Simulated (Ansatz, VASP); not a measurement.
One calculation of SiC, two programs

POSCAR

```
SiC
1.0
    0.0000000000      2.2115943538      2.1780523476
    2.2115943538      0.0000000000      2.1780523476
    2.2115943538      2.2115943538      0.0000000000
Si C
1 1
Direct
    0.0000000000      0.0000000000      0.0000000000
    0.2500000000      0.2500000000      0.2500000000
```

Contents of INCAR.step1:

```
  PREC = Accurate
  ENCUT = 520
  ISMEAR = 0
  SIGMA = 0.01
  LREAL = F
  LASPH = T
  NELM = 60
  NBANDS = 11
  GGA = PE
  ALGO = Normal
  EDIFF = 1E-4
  LWAVE = T
  LCHARG = F
```

Contents of INCAR.step2:

```
  PREC = Accurate
  ENCUT = 520
  EDIFF = 1E-7
  ISMEAR = 0
  SIGMA = 0.01
  LREAL = F
  LASPH = T
  NELM = 60
  ALGO = Normal
  ISIF = 2
  LWAVE = F
  LCHARG = F
  METAGGA = R2SCAN
  LMIXTAU = T
  NBANDS = 11
  ISTART = 1
```

Contents of KPOINTS:

```
Automatic mesh
0
Gamma
  10 10 10
```

Input for Ansatz:

```yaml
crystal:
  lattice:
    - [0.0, 2.2115943538, 2.1780523476]
    - [2.2115943538, 0.0, 2.1780523476]
    - [2.2115943538, 2.2115943538, 0.0]
  atoms:
    - { symbol: Si, position: [0.0, 0.0, 0.0] }
    - { symbol: C, position: [0.25, 0.25, 0.25] }
kpoints:
  mp_grid: { grid: [10, 10, 10] }
  band_path:
    path:
      - [0.0, 0.0, 0.0]
      - [-0.5, -0.5, 0.0]
      - [-0.375, -0.375, 0.25]
      - [-0.375, 0.0, 0.375]
      - [0.0, 0.0, 0.5]
      - [-0.5, -0.25, 0.25]
    npoints: 1
hamiltonian:
  xc: r2scan
scf:
  occupations: { method: fixed }
  n_extra_bands: 4
output:
  forces: true
  stress: true
  eigenvalues: true
```

Change from the starting cell: biaxial_xy strain +1.5%.

Alike in both runs: task single point; functional r2SCAN; k mesh 10 × 10 × 10; no spin polarisation.

|  | VASP | Ansatz |
| --- | --- | --- |
| version | VASP 6.6.1 | Ansatz 0.2.0 |
| potentials or method | VASP PAW PBE potentials, release 64 (Si, C) | plane waves, PAW |
| plane-wave cutoff (eV) | 520 | 500 |
| occupations | gaussian, width 0.01 eV | fixed |
| valence electrons in the cell | 8 | 8 |

```csv
,VASP,Ansatz,Ansatz less VASP
gap on the k mesh at the Fermi level (eV),1.58,1.57,-0.010
pressure (GPa),-6.7,-6.5,+0.16
"traceless stress, the component that is largest in VASP (GPa)",2.75,2.74,-0.012
```

VASP's potentials were made for PBE, not for r2SCAN.
